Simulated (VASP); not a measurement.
The system is Cd2O.

```
Cd O
1.0
     0.00000    2.75805    2.75805
     2.75805    0.00000    2.75805
     2.75805    2.75805    0.00000
Cd O
2 1
Cartesian
  1.3790 1.3790 1.3790
  4.1371 4.1371 4.1371
  2.7581 2.7581 2.7581
```

Base run:

```yaml
Program: VASP 6.6.1
Functional: PBE
Potentials_or_basis: VASP PAW PBE potentials, release 64 (Cd, O)
Cutoff: 520 eV
k_mesh: 6 × 6 × 6
Occupations: methfessel-paxton, width 0.0164 eV
Spin: no spin polarisation
```

Its results: band gap on the k mesh 0.42 eV (least direct gap 1.12 eV); pressure 33.1 GPa.

**Question.** The run is repeated on the same cell with these changes: k mesh from 6 × 6 × 6, through Γ to 6 × 6 × 6, shifted. What comes out?

**Answer.** Band gap on the k mesh 0.22 eV (least direct gap 0.89 eV); pressure 33.0 GPa.

Caveats: the cell stands under pressure; a shifted mesh leaves out Γ, where band edges can lie (at least some runs).

A k mesh can miss the band edges.
